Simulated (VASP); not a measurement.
Here is a VASP 6.6.1 calculation.

INCAR

```
SYSTEM = Si
ALGO     = Normal         ! electronic algorithm
EDIFF    = 1E-7           ! SCF threshold, eV
ENCUT    = 520            ! plane-wave cutoff, eV
GGA      = PE             ! functional
ISIF     = 2              ! what is computed and relaxed
ISMEAR   = 0              ! smearing method
LASPH    = .TRUE.         ! aspherical terms in the spheres
LCHARG   = .FALSE.        ! write CHGCAR
LREAL    = .FALSE.        ! projectors in reciprocal space
LWAVE    = .FALSE.        ! write WAVECAR
NBANDS   = 16             ! bands
NELM     = 80             ! most SCF steps
PREC     = Accurate       ! precision mode
SIGMA    = 0.1            ! smearing width, eV
```

File KPOINTS:

```
k-points
0
G
  12 12 8
  0 0 0
```

POSCAR

```
Si
1.0
    3.7514196364      0.0000000000      0.0000000000
   -1.8757098182      3.2488247054      0.0000000000
    0.0000000000      0.0000000000      6.2723066235
Si
4
Direct
    0.0000000000      0.0000000000      0.8119001133
    0.0000000000      0.0000000000      0.1880998867
    0.3333333333      0.6666666667      0.6634978397
    0.6666666667      0.3333333333      0.3365021603
```

Potentials or basis: VASP PAW PBE potentials, release 64 (Si).

Run with:

```bash
$ cat potpaw_PBE.64/Si/POTCAR > POTCAR
$ mpirun -np 1 vasp_std > vasp.out
```

**Question.** What does it give for the band gap on the k mesh?

**Answer.** Zero (bands 8 and 9 overlap by 1.90 eV).

**Question.** What does it give for the largest force?

**Answer.** 0.008 eV/Å.

Forces on the atoms (eV/Å):
```
Si   0.000  0.000 -0.003
Si   0.000  0.000  0.003
Si   0.000  0.000  0.008
Si   0.000  0.000 -0.008
```
